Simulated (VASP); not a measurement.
# P in VASP: further runs

P is run at these levels: PBE; tasks: single point.

All numbers are computed with VASP 6.6.1; they aren't measurements. Logs are shortened: lines on timing, memory, paths and dates and some standing lists are left out, and cuts for length are marked.

## (1) The cell of the first run

The typed cell holds 2 atoms: a = 4.254 Å, b = 4.254 Å, c = 3.354 Å, α = 90.00°, β = 90.00°, γ = 144.23°.

## (2) Single point, PBE (17.74 Å³/atom)

Input file INCAR:

```
SYSTEM = P
ALGO     = Normal         ! electronic algorithm
EDIFF    = 1E-7           ! SCF threshold, eV
ENCUT    = 520            ! plane-wave cutoff, eV
GGA      = PE             ! functional
ISIF     = 2              ! what is computed and relaxed
ISMEAR   = -1             ! smearing method
LASPH    = .True.         ! aspherical terms in the spheres
LCHARG   = .False.        ! write CHGCAR
LREAL    = .False.        ! projectors in reciprocal space
LWAVE    = .False.        ! write WAVECAR
NBANDS   = 12             ! bands
NELM     = 100            ! most SCF steps
PREC     = Accurate       ! precision mode
SIGMA    = 0.1            ! smearing width, eV
```

Input file KPOINTS:

```
k-points
0
Gamma
  14 14 11
  0 0 0
```

Input file POSCAR:

```
P
1.0
   -2.6870751213      3.0387754380      1.2828129973
    3.0387754380     -2.6870751213      1.2828129973
    2.3283032306      2.3283032306     -0.6386732231
P
2
Direct
    0.9668659313      0.0331340687      1.0000000000
    0.7831340687      0.2168659313      0.5000000000
```

Potentials or basis: VASP PAW PBE potentials, release 64 (P).

Run with:

```sh
$ cat potpaw_PBE.64/P/POTCAR > POTCAR
$ mpirun -np 1 vasp_std > vasp.out
```

OUTCAR:

```text
SYSTEM = P
   EDIFF = 1E-7
   ENCUT = 520
   GGA = PE
   ISIF = 2
   ISMEAR = -1
   LASPH = .True.
   LREAL = .False.
   NELM = 100
   PREC = Accurate

 ion  position               nearest neighbor table
   1  0.967  0.033  0.000-   2 2.24   2 2.24
   2  0.783  0.217  0.500-   1 2.24   1 2.24

  LATTYP: Found a base centered monoclinic cell.
 ALAT       =     2.6133929995
 B/A-ratio  =     3.0984913171
 C/A-ratio  =     1.2834221133
 COS(beta)  =    -0.0000988707

  Lattice vectors:

 A1 = (  -2.6870751213,   3.0387754380,   1.2828129973)
 A2 = (   3.0387754380,  -2.6870751213,   1.2828129973)
 A3 = (   2.3283032306,   2.3283032306,  -0.6386732231)

Analysis of symmetry for initial positions (statically):
=====================================================================
 Subroutine PRICEL returns:
 Original cell was already a primitive cell.

 Routine SETGRP: Setting up the symmetry group for a
 base centered monoclinic supercell.

 Subroutine GETGRP returns: Found  4 space group operations
 (whereof  2 operations were pure point group operations)
 out of a pool of  4 trial point group operations.

The static configuration has the point symmetry C_2 .
 The point group associated with its full space group is C_2h.

Analysis of symmetry for dynamics (positions and initial velocities):
=====================================================================
 Subroutine PRICEL returns:
 Original cell was already a primitive cell.

 Routine SETGRP: Setting up the symmetry group for a
 base centered monoclinic supercell.

 Subroutine GETGRP returns: Found  4 space group operations
 (whereof  2 operations were pure point group operations)
 out of a pool of  4 trial point group operations.

The dynamic configuration has the point symmetry C_2 .
 The point group associated with its full space group is C_2h.

 Subroutine INISYM returns: Found  4 space group operations
 (whereof  2 operations are pure point group operations),
 and found     1 'primitive' translations

----------------------------------------------------------------------------------------

                                     Primitive cell

  volume of cell :      35.4898

  direct lattice vectors                    reciprocal lattice vectors
    -2.687075121  3.038775438  1.282812997    -0.035802216  0.138844326  0.375643238
     3.038775438 -2.687075121  1.282812997     0.138844326 -0.035802216  0.375643238
     2.328303231  2.328303231 -0.638673223     0.206966181  0.206966181 -0.056742543

  length of vectors
     4.254425702  4.254425702  3.354086366     0.402078833  0.402078833  0.298143785

  position of ions in fractional coordinates (direct lattice)
     0.966865931  0.033134069  0.000000000
     0.783134069  0.216865931  0.500000000

  ion indices of the primitive-cell ions
   primitive index   ion index
                 1           1
                 2           2

----------------------------------------------------------------------------------------

 KPOINTS: k-points

Automatic generation of k-mesh.
 Grid dimensions read from file:
 generate k-points for:   14   14   11

 Generating k-lattice:

  Cartesian coordinates                     Fractional coordinates (reciprocal lattice)
    -0.002557301  0.009917452  0.026831660     0.071428571 -0.000000000  0.000000000
     0.009917452 -0.002557301  0.026831660    -0.000000000  0.071428571  0.000000000
     0.018815107  0.018815107 -0.005158413     0.000000000  0.000000000  0.090909091

  Length of vectors
     0.028719917  0.028719917  0.027103980

  Shift w.r.t. Gamma in fractional coordinates (k-lattice)
     0.000000000  0.000000000  0.000000000

 Subroutine IBZKPT returns following result:
 ===========================================

 Found    582 irreducible k-points:

 Following reciprocal coordinates:
            Coordinates               Weight
  0.000000  0.000000  0.000000      1.000000
  0.071429 -0.000000  0.000000      4.000000
  0.142857  0.000000  0.000000      4.000000
  0.214286 -0.000000  0.000000      4.000000
  0.285714 -0.000000  0.000000      4.000000
  0.357143  0.000000 -0.000000      4.000000
[... 16 lines left out ...]
  0.214286  0.142857  0.000000      4.000000
  0.285714  0.142857  0.000000      4.000000
 [... further k-points ...]
   k-points           NKPTS =    582   k-points in BZ     NKDIM =    582   number of bands    NBANDS=     12
   number of dos      NEDOS =    301   number of ions     NIONS =      2
   total plane-waves  NPLWV =  28672
   dimension x,y,z NGX =    32 NGY =   32 NGZ =   28
   dimension x,y,z NGXF=    64 NGYF=   64 NGZF=   56
   ions per type =               2
   NGX,Y,Z   is equivalent  to a cutoff of  12.50, 12.50, 13.88 a.u.
   NGXF,Y,Z  is equivalent  to a cutoff of  25.01, 25.01, 27.76 a.u.
 SYSTEM =  P
   PREC   = accura    normal or accurate (medium, high low for compatibility)
   ISTART =      0    job   : 0-new  1-cont  2-samecut
   ICHARG =      2    charge: 1-file 2-atom 10-const
   ISPIN  =      1    spin polarized calculation?
   LNONCOLLINEAR =      F non collinear calculations
   LSORBIT =      F    spin-orbit coupling
   LASPH  =      T    aspherical Exc in radial PAW
   ENCUT  =  520.0 eV  38.22 Ry    6.18 a.u.   7.91  7.91  6.24*2*pi/ulx,y,z
   NELM   =    100;   NELMIN=  2; NELMDL= -5     # of ELM steps
   EDIFF  = 0.1E-06   stopping-criterion for ELM
   LREAL  =      F    real-space projection
   EDIFFG = 0.1E-05   stopping-criterion for IOM
   NSW    =      0    number of steps for IOM
   IBRION =     -1    ionic relax: 0-MD 1-quasi-New 2-CG
   NFREE  =      0    steps in history (QN), initial steepest desc. (CG)
   ISIF   =      2    stress and relaxation
   ISYM   =      2    0-nonsym 1-usesym 2-fastsym
   POTIM  = 0.5000    time-step for ionic-motion
   TEBEG  =    0.0;   TEEND  =   0.0 temperature during run
   PSTRESS=    0.0 pullay stress
   NELECT =      10.0000    total number of electrons
   NUPDOWN=      -1.0000    fix difference up-down
   EMIN   =  10.00;   EMAX   =-10.00  energy-range for DOS
   EFERMI =   0.00;   METHOD = LEGACY
   ISMEAR =    -1;   SIGMA  =   0.10  broadening in eV -4-tet -1-fermi 0-gaus
   EFERMI_NEDOS =   21; number of points for ismear=-14 and -15
   IALGO  =     38    algorithm
   IMIX   =      4    mixing-type and parameters
     AMIX     =   0.40;   BMIX     =  1.00
     AMIX_MAG =   1.60;   BMIX_MAG =  1.00
  volume/ion in A,a.u.               =      17.74       119.75
  Fermi-wavevector in a.u.,A,eV,Ry     =   1.073265  2.028176 15.672511  1.151897
  Thomas-Fermi vector in A             =   2.209059
   LORBIT       =      0    0 simple, 1 ext, 2 COOP (PROOUT), +10 PAW based schemes
   GGA     = PE    functional components
   LHFCALC =     F    Hartree Fock is set to
   AEXX    =    0.0000 exact exchange contribution
   IVDW    =     0    specifies the selected vdW correction
   LEPSILON=     F    determine dielectric tensor
   LRPA    =     F    only Hartree local field effects (RPA)
 non-spin polarized calculation
  energy-cutoff  :      520.00
  volume of cell :       35.49
 maximum number of plane-waves:       972
   NGX = 15   NGY = 15   NGZ = 13

 number of electron      10.0000000 magnetization

 Free energy of the ion-electron system (eV)
  ---------------------------------------------------
  ext. energy  EPLUGINS =         0.00000000
  ---------------------------------------------------
  free energy    TOTEN  =       -10.38670956 eV

  energy without entropy =      -10.36435938  energy(sigma->0) =      -10.37553447

 E-fermi :   7.1026     XC(G=0): -10.2926

 val. band max:        7.1001086511   @ k =   0.5000   0.2857   0.4545
 cond. band min:       7.1058935369   @ k =  -0.0714   0.0714   0.4545
 fundamental gap:      0.0057848857
 Fermi energy:         7.1025692335

 k-point     1 :       0.0000    0.0000    0.0000
  band No.  band energies     occupation
      1      -8.3354      2.00000
      2      -0.6584      2.00000
      3       2.4142      2.00000
      4       3.0512      2.00000
      5       7.6014      0.01354
      6      10.7734      0.00000
      7      11.1737      0.00000
      8      14.0504      0.00000
      9      14.0541      0.00000
     10      14.1425      0.00000
     11      15.6321      0.00000
     12      19.1335      0.00000

 k-point     2 :       0.0714   -0.0000    0.0000
  band No.  band energies     occupation
      1      -8.2326      2.00000
      2      -0.6230      2.00000
      3       2.5667      2.00000
      4       3.1328      2.00000
      5       7.6817      0.00609
      6       9.5837      0.00000
      7      11.1922      0.00000
      8      12.9506      0.00000
      9      14.4077      0.00000
     10      15.1695      0.00000
     11      15.7809      0.00000
     12      19.5671      0.00000

 k-point     3 :       0.1429    0.0000    0.0000
  band No.  band energies     occupation
      1      -7.9271      2.00000
      2      -0.5029      2.00000
      3       2.9938      2.00000
      4       3.3727      2.00000
      5       7.5729      0.01797
      6       7.8885      0.00077
      7      11.2561      0.00000
      8      11.2823      0.00000
      9      14.5409      0.00000
     10      16.1896      0.00000
     11      16.7691      0.00000
     12      20.4846      0.00000
[... 286 lines left out ...]
 k-point    23 :       0.2143    0.1429    0.0000
  band No.  band energies     occupation
      1      -6.0943      2.00000
      2       1.3709      2.00000
      3       1.6998      2.00000
      4       4.6822      2.00000
      5       4.9722      2.00000
      6       5.3876      2.00000
      7       9.9336      0.00000
      8      12.2992      0.00000
      9      14.8143      0.00000
     10      15.3091      0.00000
     11      16.7059      0.00000
     12      17.6220      0.00000

 k-point    24 :       0.2857    0.1429    0.0000
  band No.  band energies     occupation
      1      -5.3300      2.00000
      2       0.3101      2.00000
      3       1.8779      2.00000
      4       4.2630      2.00000
      5       5.1251      2.00000
      6       6.0439      1.99995
      7      10.3819      0.00000
      8      12.2809      0.00000
      9      13.9608      0.00000
     10      14.5271      0.00000
     11      15.5780      0.00000
     12      17.7379      0.00000

 [... further k-points ...]

------------------------ aborting loop because EDIFF is reached ----------------------------------------

  FORCE on cell =-STRESS in cart. coord.  units (eV):
  Direction    XX          YY          ZZ          XY          YZ          ZX
  --------------------------------------------------------------------------------------
  -------------------------------------------------------------------------------------
  Total       -0.0353588     -0.0353588     -0.0780597     -0.0455073      0.0007614      0.0007614
  in kB       -1.5962620     -1.5962620     -3.5239802     -2.0544131      0.0343722      0.0343723
  external PRESSURE =      -2.2388347 kB  Pullay stress =       0.0000000 kB

 VOLUME and BASIS-vectors are now :
 -----------------------------------------------------------------------------
  energy-cutoff  :      520.00
  volume of cell :       35.49
      direct lattice vectors                 reciprocal lattice vectors
    -2.687075121  3.038775438  1.282812997    -0.035802216  0.138844326  0.375643238
     3.038775438 -2.687075121  1.282812997     0.138844326 -0.035802216  0.375643238
     2.328303231  2.328303231 -0.638673223     0.206966181  0.206966181 -0.056742543

 POSITION                                       TOTAL-FORCE (eV/Angst)
 -----------------------------------------------------------------------------------
     -2.49735      2.84905      1.28281         0.049342     -0.049342     -0.000000
     -0.28118      2.96119      0.96348        -0.049342      0.049342      0.000000
 -----------------------------------------------------------------------------------
    total drift:                               -0.000000      0.000000     -0.000000

  FREE ENERGIE OF THE ION-ELECTRON SYSTEM (eV)
  ---------------------------------------------------
  free  energy   TOTEN  =       -10.3867095570 eV

  energy  without entropy=      -10.3643593797  energy(sigma->0) =      -10.37553447
```

It took 80 s on 1 thread of Intel Xeon 6975P-C (Granite Rapids), shared host; peak memory 0.31 GiB.

Results:

* Free energy: -10.3867 eV
* Pressure: -0.2 GPa
* Largest force: 0.070 eV/Å
* Band gap on the k mesh: zero (bands 5 and 6 overlap by 7.84 eV)

Forces on the atoms (eV/Å):
```
P    0.049 -0.049  0.000
P   -0.049  0.049  0.000
```

Stress tensor (GPa, compression positive):
```
-0.16 -0.21  0.00
-0.21 -0.16  0.00
 0.00  0.00 -0.35
```

Levels at points of the mesh, in eV from the Fermi level:
| k point | band 1 | band 2 | band 3 | band 4 | band 5 | band 6 | band 7 | band 8 | band 9 | band 10 |
| --- | --- | --- | --- | --- | --- | --- | --- | --- | --- | --- |
| (0.00, 0.00, 0.00) | -15.44 | -7.76 | -4.69 | -4.05 | 0.50 | 3.67 | 4.07 | 6.95 | 6.95 | 7.04 |
| (0.50, 0.00, 0.00) | -11.97 | -7.55 | -5.28 | -3.30 | -1.75 | 0.40 | 3.12 | 4.81 | 6.75 | 6.77 |
| (0.50, 0.50, 0.00) | -14.81 | -10.55 | -3.60 | -0.41 | -0.37 | 1.65 | 3.23 | 7.22 | 7.25 | 8.18 |

## (3) Single point, PBE (18.45 Å³/atom)

This run uses another cell than the first one, of 18.45 Å³/atom.

Input file INCAR:

```
SYSTEM = P
PREC = Accurate
ENCUT = 520
EDIFF = 1E-7
ISMEAR = -1
SIGMA = 0.1
LREAL = .FALSE.
LASPH = .TRUE.
NELM = 80
ALGO = Normal
ISIF = 2
LWAVE = .FALSE.
LCHARG = .TRUE.
GGA = PE
LELF = .TRUE.
LVHAR = .TRUE.
NBANDS = 12
```

Input file KPOINTS:

```
regular mesh
0
G
  14 14 11
  0 0 0
```

Input file POSCAR:

```
P
1.0
   -2.7224354279      3.0787639111      1.2996940516
    3.0787639111     -2.7224354279      1.2996940516
    2.3589423130      2.3589423130     -0.6470777819
P
2
Direct
    0.9668659313      0.0331340687      1.0000000000
    0.7831340687      0.2168659313      0.5000000000
```

Potentials or basis: VASP PAW PBE potentials, release 64 (P).

Run with:

```sh
$ cat potpaw_PBE.64/P/POTCAR > POTCAR
$ mpirun -np 1 vasp_std > vasp.out
```

Wall time 87 s (1 thread of Intel Xeon 6975P-C (Granite Rapids), shared host); peak memory 0.32 GiB.

The run converged. Its results:

- Free energy: -10.3716 eV
- Pressure: -3.2 GPa
- Largest force: 0.386 eV/Å
- Band gap on the k mesh: zero (bands 5 and 6 overlap by 7.56 eV)

Forces on the atoms (eV/Å):
```
P    0.273 -0.273  0.000
P   -0.273  0.273  0.000
```

Stress tensor (GPa, compression positive):
```
-3.24 -0.78  0.15
-0.78 -3.24  0.15
 0.15  0.15 -2.98
```

Levels at points of the mesh, in eV from the Fermi level:
| k point | band 3 | band 4 | band 5 | band 6 | band 7 | band 8 |
| --- | --- | --- | --- | --- | --- | --- |
| (0.00, 0.00, 0.00) | -4.48 | -3.90 | 0.61 | 3.52 | 3.93 | 6.74 |
| (0.50, 0.00, 0.00) | -5.31 | -3.14 | -1.71 | 0.35 | 2.97 | 4.67 |
| (0.50, 0.50, 0.00) | -3.47 | -0.40 | -0.40 | 1.65 | 3.10 | 7.24 |

Caveat: the cell stands under tension.
